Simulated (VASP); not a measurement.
Here is a VASP 6.6.1 calculation.

INCAR

```
PREC = Accurate
ENCUT = 400
EDIFF = 1E-8
ISMEAR = -1
SIGMA = 0.08
LREAL = False
LASPH = True
NELM = 120
ALGO = Normal
ISIF = 2
LWAVE = False
LCHARG = False
LEFG = True
NBANDS = 16
GGA_COMPAT = False
```

Contents of KPOINTS:

```
regular mesh
0
Gamma
  10 10 10
```

File POSCAR:

```
HgTe
1.0
    0.0000000000      2.9599451983      2.9599451983
    2.9599451983      0.0000000000      2.9599451983
    2.9599451983      2.9599451983      0.0000000000
Hg Te
1 1
Direct
    0.0000000000      0.0000000000      0.0000000000
    0.5000000000      0.5000000000      0.5000000000
```

Potentials or basis: VASP PAW LDA potentials, release 64 (Hg, Te).

Launch:

```sh
$ cat potpaw_LDA.64/Hg/POTCAR potpaw_LDA.64/Te/POTCAR > POTCAR
$ mpirun -np 1 vasp_std > vasp.out
```

Question: Predict the pressure.

Answer: 1.2 GPa.

Question: Predict the band gap on the k mesh.

Answer: Zero (band 9 reaches 5.66 eV, above the bottom of band 10 at 2.64 eV).

Caveat: without QUAD_EFG the Cq values of the log hold for a quadrupole moment of 1 mb, not for the nuclei; spin-orbit coupling is left out, which moves the levels of the heavy elements.
